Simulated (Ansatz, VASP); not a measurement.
Two plane-wave programs on MoS

The input INCAR:

```
PREC = Accurate
ENCUT = 520
EDIFF = 1E-6
ISMEAR = 0
SIGMA = 0.05
LREAL = False
LASPH = True
NELM = 60
ALGO = Normal
ISIF = 2
LWAVE = False
LCHARG = False
LDIPOL = True
IDIPOL = 3
DIPOL = 0.5 0.5 0.500
GGA = PS
NBANDS = 28
```

Contents of KPOINTS:

```
regular mesh
0
Gamma
  9 9 1
```

The input POSCAR:

```
MoS
1.0
    3.1431208273      0.0000000000      0.0000000000
   -1.5715604137      2.7220224836      0.0000000000
    0.0000000000      0.0000000000     16.2832906737
Mo S
2 2
Direct
    0.6666666667      0.3333333333      0.3070632405
    0.3333333333      0.6666666667      0.6929367595
    0.3333333333      0.6666666667      0.4027372191
    0.0000000000      0.0000000000      0.5972299954
```

Input for Ansatz:

```yaml
crystal:
  lattice:
    - [3.1431208273, 0.0, 0.0]
    - [-1.5715604137, 2.7220224836, 0.0]
    - [0.0, 0.0, 16.2832906737]
  atoms:
    - { symbol: Mo, position: [0.6666666667, 0.3333333333, 0.3070632405] }
    - { symbol: S, position: [0.3333333333, 0.6666666667, 0.4027372191] }
    - { symbol: S, position: [0.0, 0.0, 0.5972299954] }
    - { symbol: Mo, position: [0.3333333333, 0.6666666667, 0.6929367595] }
basis:
  ecutwfc: 420
kpoints:
  mp_grid: { grid: [9, 9, 1] }
hamiltonian:
  xc: pbesol
scf:
  occupations: { method: gaussian, width: 0.05 }
output:
  forces: true
  stress: true
  eigenvalues: true
efield:
  axis: 3
  dipole_correction: true
  ramp_width: 0.04
```

Alike in both runs: task single point; functional PBEsol; k mesh 9 × 9 × 1; occupations gaussian, width 0.05 eV; no spin polarisation.

|  | VASP | Ansatz |
| --- | --- | --- |
| version | VASP 6.6.1 | Ansatz 0.2.0 |
| potentials or method | VASP PAW PBE potentials, release 64 (Mo_sv, S), cutoff 520 eV | scalar-relativistic, plane waves, PAW |
| valence electrons in the cell | 40 | 40 |

```csv
,VASP,Ansatz,Ansatz less VASP
gap on the k mesh at the Fermi level (eV),none,none,-
rms of the force components (eV/Å),0.685,0.689,+0.0034
```

VASP's potentials were made for PBE, not for PBEsol. A gap of «none» marks a metal or a gap that the smearing closes. With one functional, cell and mesh, what is left measures potentials, basis and numerics. Ansatz's warnings: vacuum density over bound.
